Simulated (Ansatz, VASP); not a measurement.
# TePb: VASP beside Ansatz

```
Pb Te
1.0
     5.49838    0.00000    0.00000
    -2.74919    4.76173    0.00000
     0.00000    0.00000    6.57525
Pb Te
2 2
Direct
  0.33333 0.66667 0.25000
  0.66667 0.33333 0.75000
  0.66667 0.33333 0.25000
  0.33333 0.66667 0.75000
```

Alike in both runs: task single point; functional PBE0; k mesh 3 × 3 × 2; no spin polarisation.

|  | VASP | Ansatz |
| --- | --- | --- |
| version | VASP 6.6.1 | Ansatz 0.2.0 |
| potentials or method | VASP PAW PBE potentials, release 64 (Pb_d, Te) | plane waves |
| plane-wave cutoff (eV) | 520 | 420 |
| occupations | gaussian, width 0.01 eV | fixed |
| valence electrons in the cell | 40 | 60 |

Ansatz gave:

* gap on the k mesh at the Fermi level (eV): 2.19
* pressure (GPa): 0.3
* traceless stress, the component that is largest in VASP (GPa): 2.38

**Question.** Estimate VASP's values.

**Answer.** gap on the k mesh at the Fermi level (eV): 2.24; pressure (GPa): 0.1; traceless stress, the component that is largest in VASP (GPa): 2.44.

VASP's potentials hold 40 valence electrons a cell and Ansatz's 60, so a difference there can come from the potentials and not from the codes. Ansatz's warnings: stress exchange threshold loose, stress scf threshold loose.

The k mesh is coarse, so the values compare programs but aren't converged. Neither program's run includes spin-orbit coupling.
